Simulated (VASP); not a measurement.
A run of VASP 6.6.1 is set up as follows.

INCAR

```
PREC     = Accurate       # precision mode
ENCUT    = 520            # plane-wave cutoff, eV
EDIFF    = 1E-6           # SCF threshold, eV
ISMEAR   = -1             # smearing method
SIGMA    = 0.02           # smearing width, eV
LREAL    = False          # projectors in reciprocal space
LASPH    = True           # aspherical terms in the spheres
NELM     = 80             # most SCF steps
ALGO     = Normal         # electronic algorithm
ISIF     = 2              # what is computed and relaxed
LWAVE    = False          # write WAVECAR
LCHARG   = False          # write CHGCAR
GGA      = PE             # functional
NBANDS   = 16             # bands
```

File KPOINTS:

```
Automatic mesh
0
Gamma
  16 16 9
```

Contents of POSCAR:

```
SiC
1.0
    3.0760000000      0.0000000000      0.0000000000
   -1.5380000000      2.6638941420      0.0000000000
    0.0000000000      0.0000000000      4.8965600000
Si C
2 2
Direct
    0.3333333333      0.6666666667      0.0026338331
    0.6666666667      0.3333333333      0.5026338331
    0.3333333333      0.6666666667      0.3823661669
    0.6666666667      0.3333333333      0.8823661669
```

Potentials or basis: VASP PAW PBE potentials, release 64 (Si, C).

Run with:

```bash
$ cat potpaw_PBE.64/Si/POTCAR potpaw_PBE.64/C/POTCAR > POTCAR
$ mpirun -np 1 vasp_std > vasp.out
```

Problem. Estimate the band gap on the k mesh.

Solution. 2.33 eV, indirect (least direct gap 3.78 eV).

Problem. Predict the largest force.

Solution. 0.008 eV/Å.

Problem. Predict the pressure.

Solution. 10.6 GPa.

Forces on the atoms (eV/Å):
```
Si   0.000  0.000 -0.008
Si   0.000  0.000 -0.008
C    0.000  0.000  0.008
C    0.000  0.000  0.008
```

Caveat: the cell differs from its parent crystal (z stretched by -3 %, then relaxed in part). A k mesh can miss the band edges.
